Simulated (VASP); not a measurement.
# Mg (P6_3/mmc) in VASP: notebook, part 2 of 2

VASP 6.6.1. Earlier steps stand in the parts before.

**4. Single point, LDA (volume scaled by 0.5)**

Contents of INCAR:

```
SYSTEM = Mg
ALGO     = Normal         ! electronic algorithm
EDIFF    = 1E-6           ! SCF threshold, eV
ENCUT    = 520            ! plane-wave cutoff, eV
ISIF     = 2              ! what is computed and relaxed
ISMEAR   = -1             ! smearing method
LASPH    = .TRUE.         ! aspherical terms in the spheres
LCHARG   = .FALSE.        ! write CHGCAR
LREAL    = .FALSE.        ! projectors in reciprocal space
LWAVE    = .FALSE.        ! write WAVECAR
NBANDS   = 9              ! bands
NELM     = 100            ! most SCF steps
PREC     = Accurate       ! precision mode
SIGMA    = 0.05           ! smearing width, eV
```

Contents of KPOINTS:

```
k-points
0
G
  15 15 9
  0 0 0
```

Contents of POSCAR:

```
Mg
1.0
    2.4919662645      0.0000000000      0.0000000000
   -1.2459831323      2.1581060904      0.0000000000
    0.0000000000      0.0000000000      4.0171986087
Mg
2
Direct
    0.3333333333      0.6666666667      0.2500000000
    0.6666666667      0.3333333333      0.7500000000
```

Potentials or basis: VASP PAW LDA potentials, release 64 (Mg).

The run is started by

```
cat potpaw_LDA.64/Mg/POTCAR > POTCAR
mpirun -np 1 vasp_std > vasp.out
```

OUTCAR:

```text
SYSTEM = Mg
   EDIFF = 1E-6
   ENCUT = 520
   ISIF = 2
   ISMEAR = -1
   LASPH = .TRUE.
   LREAL = .FALSE.
   NELM = 100
   PREC = Accurate

 ion  position               nearest neighbor table
   1  0.333  0.667  0.250-   2 2.47   2 2.47   2 2.47   2 2.47   2 2.47   2 2.47   2 3.51   2 3.51
                             2 3.51   2 3.51   2 3.51   2 3.51
   2  0.667  0.333  0.750-   1 2.47   1 2.47   1 2.47   1 2.47   1 2.47   1 2.47   1 3.51   1 3.51
                             1 3.51   1 3.51   1 3.51   1 3.51

  LATTYP: Found a hexagonal cell.
 ALAT       =     2.4919662645
 C/A-ratio  =     1.6120597883

  Lattice vectors:

 A1 = (   2.4919662645,   0.0000000000,   0.0000000000)
 A2 = (  -1.2459831323,   2.1581060904,   0.0000000000)
 A3 = (   0.0000000000,   0.0000000000,   4.0171986087)

Analysis of symmetry for initial positions (statically):
=====================================================================
 Subroutine PRICEL returns:
 Original cell was already a primitive cell.

 Routine SETGRP: Setting up the symmetry group for a
 hexagonal supercell.

 Subroutine GETGRP returns: Found 24 space group operations
 (whereof 12 operations were pure point group operations)
 out of a pool of 24 trial point group operations.

The static configuration has the point symmetry D_3d.
 The point group associated with its full space group is D_6h.

Analysis of symmetry for dynamics (positions and initial velocities):
=====================================================================
 Subroutine PRICEL returns:
 Original cell was already a primitive cell.

 Routine SETGRP: Setting up the symmetry group for a
 hexagonal supercell.

 Subroutine GETGRP returns: Found 24 space group operations
 (whereof 12 operations were pure point group operations)
 out of a pool of 24 trial point group operations.

The dynamic configuration has the point symmetry D_3d.
 The point group associated with its full space group is D_6h.

 Subroutine INISYM returns: Found 24 space group operations
 (whereof 12 operations are pure point group operations),
 and found     1 'primitive' translations

----------------------------------------------------------------------------------------

                                     Primitive cell

  volume of cell :      21.6042

  direct lattice vectors                    reciprocal lattice vectors
     2.491966264  0.000000000  0.000000000     0.401289542  0.231684625  0.000000000
    -1.245983132  2.158106090  0.000000000     0.000000000  0.463369250  0.000000000
     0.000000000  0.000000000  4.017198609     0.000000000  0.000000000  0.248929689

  length of vectors
     2.491966264  2.491966264  4.017198609     0.463369250  0.463369250  0.248929689

  position of ions in fractional coordinates (direct lattice)
     0.333333333  0.666666667  0.250000000
     0.666666667  0.333333333  0.750000000

  ion indices of the primitive-cell ions
   primitive index   ion index
                 1           1
                 2           2

----------------------------------------------------------------------------------------

 KPOINTS: k-points

Automatic generation of k-mesh.
 Grid dimensions read from file:
 generate k-points for:   15   15    9

 Generating k-lattice:

[... 40 lines left out ...]
  0.333333  0.200000  0.000000     12.000000
  0.400000  0.200000  0.000000      6.000000
 [... further k-points ...]
   k-points           NKPTS =    135   k-points in BZ     NKDIM =    135   number of bands    NBANDS=      9
   number of dos      NEDOS =    301   number of ions     NIONS =      2
   total plane-waves  NPLWV =  12000
   dimension x,y,z NGX =    20 NGY =   20 NGZ =   30
   dimension x,y,z NGXF=    40 NGYF=   40 NGZF=   60
   ions per type =               2
   NGX,Y,Z   is equivalent  to a cutoff of  13.34, 13.34, 12.42 a.u.
   NGXF,Y,Z  is equivalent  to a cutoff of  26.69, 26.69, 24.83 a.u.
 SYSTEM =  Mg
   PREC   = accura    normal or accurate (medium, high low for compatibility)
   ISTART =      0    job   : 0-new  1-cont  2-samecut
   ICHARG =      2    charge: 1-file 2-atom 10-const
   ISPIN  =      1    spin polarized calculation?
   LNONCOLLINEAR =      F non collinear calculations
   LSORBIT =      F    spin-orbit coupling
   LASPH  =      T    aspherical Exc in radial PAW
   ENCUT  =  520.0 eV  38.22 Ry    6.18 a.u.   4.63  4.63  7.47*2*pi/ulx,y,z
   NELM   =    100;   NELMIN=  2; NELMDL= -5     # of ELM steps
   EDIFF  = 0.1E-05   stopping-criterion for ELM
   LREAL  =      F    real-space projection
   EDIFFG = 0.1E-04   stopping-criterion for IOM
   NSW    =      0    number of steps for IOM
   IBRION =     -1    ionic relax: 0-MD 1-quasi-New 2-CG
   NFREE  =      0    steps in history (QN), initial steepest desc. (CG)
   ISIF   =      2    stress and relaxation
   ISYM   =      2    0-nonsym 1-usesym 2-fastsym
   POTIM  = 0.5000    time-step for ionic-motion
   TEBEG  =    0.0;   TEEND  =   0.0 temperature during run
   PSTRESS=    0.0 pullay stress
   NELECT =       4.0000    total number of electrons
   NUPDOWN=      -1.0000    fix difference up-down
   EMIN   =  10.00;   EMAX   =-10.00  energy-range for DOS
   EFERMI =   0.00;   METHOD = LEGACY
   ISMEAR =    -1;   SIGMA  =   0.05  broadening in eV -4-tet -1-fermi 0-gaus
   EFERMI_NEDOS =   21; number of points for ismear=-14 and -15
   IALGO  =     38    algorithm
   IMIX   =      4    mixing-type and parameters
     AMIX     =   0.40;   BMIX     =  1.00
     AMIX_MAG =   1.60;   BMIX_MAG =  1.00
  volume/ion in A,a.u.               =      10.80        72.90
  Fermi-wavevector in a.u.,A,eV,Ry     =   0.933073  1.763251 11.845564  0.870624
  Thomas-Fermi vector in A             =   2.059736
   LORBIT       =      0    0 simple, 1 ext, 2 COOP (PROOUT), +10 PAW based schemes
   GGA     = CA    functional components
   LHFCALC =     F    Hartree Fock is set to
   AEXX    =    0.0000 exact exchange contribution
   IVDW    =     0    specifies the selected vdW correction
   LEPSILON=     F    determine dielectric tensor
   LRPA    =     F    only Hartree local field effects (RPA)
 non-spin polarized calculation
  energy-cutoff  :      520.00
  volume of cell :       21.60
 maximum number of plane-waves:       597
 NGX is ok and might be reduce to    20
   NGX =  9   NGY =  9   NGZ = 15

 number of electron       4.0000000 magnetization

 Free energy of the ion-electron system (eV)
  ---------------------------------------------------
  ext. energy  EPLUGINS =         0.00000000
  ---------------------------------------------------
  free energy    TOTEN  =         0.45276559 eV

  energy without entropy =        0.45641182  energy(sigma->0) =        0.45458870

 E-fermi :   7.9752     XC(G=0): -11.4833

 val. band max:        7.9325276064   @ k =   0.3333   0.0000   0.0000
 cond. band min:       7.9936036366   @ k =   0.0000   0.0000   0.1111
 fundamental gap:      0.0610760303
 Fermi energy:         7.9752102279

 k-point     1 :       0.0000    0.0000    0.0000
  band No.  band energies     occupation
      1      -2.8004      2.00000
      2       5.1706      2.00000
      3       6.7306      2.00000
      4      23.6380      0.00000
      5      23.6380      0.00000
      6      24.8635      0.00000
      7      25.5724      0.00000
      8      25.5724      0.00000
      9      29.4946      0.00000
[... 265 lines left out ...]
 k-point    24 :       0.4000    0.2000    0.0000
  band No.  band energies     occupation
      1       5.1565      2.00000
      2       5.9374      2.00000
      3      10.3162      0.00000
      4      11.8586      0.00000
      5      12.9248      0.00000
      6      14.6819      0.00000
      7      17.8469      0.00000
      8      19.6772      0.00000
      9      23.7204      0.00000

 [... further k-points ...]

------------------------ aborting loop because EDIFF is reached ----------------------------------------

  FORCE on cell =-STRESS in cart. coord.  units (eV):
  Direction    XX          YY          ZZ          XY          YZ          ZX
  --------------------------------------------------------------------------------------
  -------------------------------------------------------------------------------------
  Total       14.6150189     14.6150189     14.6298818     -0.0000000      0.0000000      0.0000000
  in kB     1083.8563133   1083.8563132   1084.9585498     -0.0000000      0.0000000      0.0000000
  external PRESSURE =    1084.2237254 kB  Pullay stress =       0.0000000 kB

 VOLUME and BASIS-vectors are now :
 -----------------------------------------------------------------------------
  energy-cutoff  :      520.00
  volume of cell :       21.60
      direct lattice vectors                 reciprocal lattice vectors
     2.491966264  0.000000000  0.000000000     0.401289542  0.231684625  0.000000000
    -1.245983132  2.158106090  0.000000000     0.000000000  0.463369250  0.000000000
     0.000000000  0.000000000  4.017198609     0.000000000  0.000000000  0.248929689

 POSITION                                       TOTAL-FORCE (eV/Angst)
 -----------------------------------------------------------------------------------
     -0.00000      1.43874      1.00430        -0.000000      0.000000      0.000000
      1.24598      0.71937      3.01290         0.000000     -0.000000      0.000000
 -----------------------------------------------------------------------------------
    total drift:                                0.000000     -0.000000      0.000000

  FREE ENERGIE OF THE ION-ELECTRON SYSTEM (eV)
  ---------------------------------------------------
  free  energy   TOTEN  =         0.4527655920 eV

  energy  without entropy=        0.4564118159  energy(sigma->0) =        0.45458870
```

It took 13 s on 1 thread of Intel Xeon 6975P-C (Granite Rapids), shared host; peak memory 0.14 GiB.

What came out:

* Free energy: 0.4528 eV
* Pressure: 108.4 GPa
* Band gap on the k mesh: zero (band 2 reaches 9.07 eV, above the bottom of band 3 at 6.73 eV)

Stress tensor (GPa, compression positive):
```
108.39   0.00   0.00
  0.00 108.39   0.00
  0.00   0.00 108.50
```

**5. Single point, LDA (volume scaled by 0.58)**

Contents of INCAR:

```
PREC = Accurate
ENCUT = 520
EDIFF = 1E-7
ISMEAR = -1
SIGMA = 0.05
LREAL = False
LASPH = True
NELM = 60
ALGO = Normal
ISIF = 2
LWAVE = False
LCHARG = False
GGA = CA
NBANDS = 9
```

Contents of KPOINTS:

```
Automatic mesh
0
Gamma
  15 15 9
```

Contents of POSCAR:

```
Mg
1.0
    2.6209760657      0.0000000000      0.0000000000
   -1.3104880329      2.2698318556      0.0000000000
    0.0000000000      0.0000000000      4.2124959861
Mg
2
Direct
    0.3333333333      0.6666666667      0.2500000000
    0.6666666667      0.3333333333      0.7500000000
```

The run is started by

```
cat potpaw_LDA.64/Mg/POTCAR > POTCAR
mpirun -np 1 vasp_std > vasp.out
```

Run time: 12 s. Hardware: 1 thread of Intel Xeon 6975P-C (Granite Rapids), shared host; peak memory 0.14 GiB.

The run converged. Its results:

```yaml
Free_energy: -1.3587 eV
Pressure: 63.7 GPa
Band_gap_on_the_k_mesh: zero (band 2 reaches 7.61 eV, above the bottom of band 3 at 5.40 eV)
```

Stress tensor (GPa, compression positive):
```
63.59  0.00  0.00
 0.00 63.59  0.00
 0.00  0.00 63.80
```

Levels at points of the mesh, in eV from the Fermi level:
```tsv
k point	band 1	band 2	band 3	band 4	band 5	band 6	band 7
(0.00, 0.00, 0.00)	-9.93	-2.57	-1.18	14.59	14.59	15.82	16.10
```

**6. The runs side by side**

| cell | gap on the mesh (eV) | pressure (GPa) |
| --- | --- | --- |
| a = 2.367, b = 2.367, c = 3.828 Å, angles 90.0, 90.0, 120.0°, 2 atoms | none | 177.0 |
| a = 2.492, b = 2.492, c = 4.017 Å, angles 90.0, 90.0, 120.0°, 2 atoms | none | 108.4 |
| a = 2.621, b = 2.621, c = 4.212 Å, angles 90.0, 90.0, 120.0°, 2 atoms | none | 63.7 |

Alike in all rows: task single point; level LDA; potentials or basis VASP PAW LDA potentials, release 64 (Mg); no spin polarisation; k mesh 15 × 15 × 9; cutoff (eV) 520; smearing fermi-dirac 0.05 eV.

Absolute energies hang on the potentials; compare differences alone.
